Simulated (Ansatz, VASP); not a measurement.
## Two plane-wave programs on Zn

Contents of INCAR:

```
PREC = Accurate
ENCUT = 500
EDIFF = 1E-6
ISMEAR = 0
SIGMA = 0.05
LREAL = False
LASPH = True
NELM = 120
ALGO = Normal
ISIF = 2
LWAVE = False
LCHARG = False
GGA = PE
NBANDS = 19
GGA_COMPAT = False
```

File KPOINTS:

```
Automatic mesh
0
Gamma
  18 18 8
```

Contents of POSCAR:

```
Zn
1.0
    2.6324052540      0.0000000000      0.0000000000
   -1.3162026270      2.2797298231      0.0000000000
    0.0000000000      0.0000000000      5.1103790138
Zn
2
Direct
    0.3333333333      0.6666666667      0.7500000000
    0.6666666667      0.3333333333      0.2500000000
```

Input for Ansatz:

```yaml
crystal:
  lattice:
    - [2.6324052531, 0.0, 0.0]
    - [-1.3162026266, 2.2797298223, 0.0]
    - [0.0, 0.0, 5.1103789976]
  atoms:
    - { symbol: Zn, position: [0.3333333333, 0.6666666667, 0.75] }
    - { symbol: Zn, position: [0.6666666667, 0.3333333333, 0.25] }
basis:
  ecutwfc: 600
  ecutrho_ratio: 5
kpoints:
  mp_grid: { grid: [18, 18, 8] }
  band_path:
    path:
      - [[0.0, 0.0, 0.0], [0.5, 0.0, 0.0], [0.33333333, 0.33333333, 0.0], [0.0, 0.0, 0.0], [0.0, 0.0, 0.5], [0.5, 0.0, 0.5], [0.33333333, 0.33333333, 0.5], [0.0, 0.0, 0.5]]
      - [[0.5, 0.0, 0.5], [0.5, 0.0, 0.0]]
      - [[0.33333333, 0.33333333, 0.5], [0.33333333, 0.33333333, 0.0]]
    npoints: 14
hamiltonian:
  xc: pbe
scf:
  occupations: { method: gaussian, width: 0.05 }
  n_extra_bands: 13
output:
  forces: true
  stress: true
  eigenvalues: true
  populations: true
  dos: { projected: true, de: 0.02, nscf_kmesh: { grid: [27, 27, 12] } }
  bader: false
```

Alike in both runs: task single point; functional PBE; k mesh 18 × 18 × 8; occupations gaussian, width 0.05 eV; no spin polarisation.

|  | VASP | Ansatz |
| --- | --- | --- |
| version | VASP 6.6.1 | Ansatz 0.2.0 |
| potentials or method | VASP PAW PBE potentials, release 64 (Zn), cutoff 500 eV | scalar-relativistic, plane waves, PAW |
| valence electrons in the cell | 24 | 24 |

```tsv
	VASP	Ansatz	Ansatz less VASP
pressure (GPa)	0.4	0.0	-0.35
traceless stress, the component that is largest in VASP (GPa)	-0.16	0.01	+0.168
```
